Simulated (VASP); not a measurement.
A run of VASP 6.6.1 is set up as follows.

INCAR

```
SYSTEM = Ag
PREC = Accurate ; ENCUT = 520
EDIFF = 1E-6 ; ISMEAR = -1
SIGMA = 0.1 ; LREAL = .FALSE.
LASPH = .TRUE. ; NELM = 80
ALGO = Normal ; ISIF = 2
LWAVE = .FALSE. ; LCHARG = .FALSE.
GGA = PS ; NBANDS = 12
```

File KPOINTS:

```
regular mesh
0
G
  9 9 9
  0 0 0
```

The input POSCAR:

```
Ag
1.0
   -1.4822040719      1.4822040719      1.4822040719
    1.4822040719     -1.4822040719      1.4822040719
    1.4822040719      1.4822040719     -1.4822040719
Ag
1
Direct
    0.0000000000      0.0000000000      0.0000000000
```

Potentials or basis: VASP PAW PBE potentials, release 64 (Ag).

Launch:

```sh
$ cat potpaw_PBE.64/Ag/POTCAR > POTCAR
$ mpirun -np 1 vasp_std > vasp.out
```

Problem. What does it give for the pressure?

Solution. 59.2 GPa.

Caveat: the PAW data sets were made with another functional, which shifts forces and pressure a little.
